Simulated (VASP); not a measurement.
Wanted: the native input for a VASP 6.6.1 run.

```yaml
Task: single point
Functional: RPBE
Potentials_or_basis: VASP PAW PBE potentials, release 64 (As)
Cutoff: 520 eV
k_mesh: 9 × 9 × 12
Occupations: fermi-dirac, width 0.1 eV
Spin: no spin polarisation
Dipole_correction: no
Further_INCAR_settings: ALGO = Normal; EDIFF = 1e-06; NBANDS = 14
```

The structure of As lies in POSCAR:

```
As
1.0
    5.0103751500      0.0000000000      0.0000000000
   -2.5051875750      4.3391121624      0.0000000000
    0.0000000000      0.0000000000      2.9216355109
As
3
Direct
    0.0000000000      1.0000000000      0.0000000000
    0.3333333333      0.6666666667      0.5000000000
    0.6666666667      0.3333333333      0.5000000000
```

This cell differs from its parent crystal: volume scaled by 1.08.

The input as run:

INCAR

```
SYSTEM = As
ALGO     = Normal         ! electronic algorithm
EDIFF    = 1E-6           ! SCF threshold, eV
ENCUT    = 520            ! plane-wave cutoff, eV
GGA      = RP             ! functional
ISIF     = 2              ! what is computed and relaxed
ISMEAR   = -1             ! smearing method
LASPH    = .True.         ! aspherical terms in the spheres
LCHARG   = .False.        ! write CHGCAR
LREAL    = .False.        ! projectors in reciprocal space
LWAVE    = .False.        ! write WAVECAR
NBANDS   = 14             ! bands
NELM     = 80             ! most SCF steps
PREC     = Accurate       ! precision mode
SIGMA    = 0.1            ! smearing width, eV
```

KPOINTS

```
k-points
0
Gamma
  9 9 12
  0 0 0
```

Potentials or basis: VASP PAW PBE potentials, release 64 (As).

Launch:

```console
$ cat potpaw_PBE.64/As/POTCAR > POTCAR
$ mpirun -np 1 vasp_std > vasp.out
```

Results of the run:

| Property | Result |
| --- | --- |
| Pressure | -4.7 GPa |

Caveat: the PAW data sets were made with another functional, which shifts forces and pressure a little.

Wall time 20 s on 1 thread of Intel(R) Xeon(R) 6975P-C (Granite Rapids), on a shared host, peak memory 0.21 GiB.
